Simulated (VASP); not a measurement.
Ba, 2 atoms in the cell. The structure is hexagonal, space group P6/mmm (No. 191). The conventional cell has a = 7.386 Å, b = 7.386 Å, c = 3.508 Å, α = 90.00°, β = 90.00°, γ = 120.00°. Ba (site symmetry -6m2) has 5 Ba at 3.51 to 4.26 Å within 4.6 Å.  This cell differs from its parent crystal: ratio of the length along z to the lengths across it x 0.85, volume and fractional coordinates fixed.

| Property | Result |
| --- | --- |
| Program | VASP 6.6.1 |
| Task | single point |
| Functional | LDA |
| Potentials or basis | VASP PAW LDA potentials, release 64 (Ba_sv) |
| Cutoff | 520 eV |
| k mesh | 9 × 9 × 14 |
| Occupations | gaussian, width 0.15 eV |
| Spin | no spin polarisation |
| Dipole correction | no |
| Further INCAR settings | ALGO = Normal; EDIFF = 1e-07; NBANDS = 17 |

Potentials or basis: VASP PAW LDA potentials, release 64 (Ba_sv).

Command:

```bash
$ cat potpaw_LDA.64/Ba_sv/POTCAR > POTCAR
$ mpirun -np 1 vasp_std > vasp.out
```

Hardware: 1 thread of AMD EPYC 9R45 96-Core Processor (Zen 5) (shared host).

Q: How long does it take, and how much memory?

A: Run time: 2.9 min on 1 thread of AMD EPYC 9R45 96-Core Processor (Zen 5), with other jobs on the host, peak memory 0.35 GiB. Counts: scf iterations 14, k points 96.
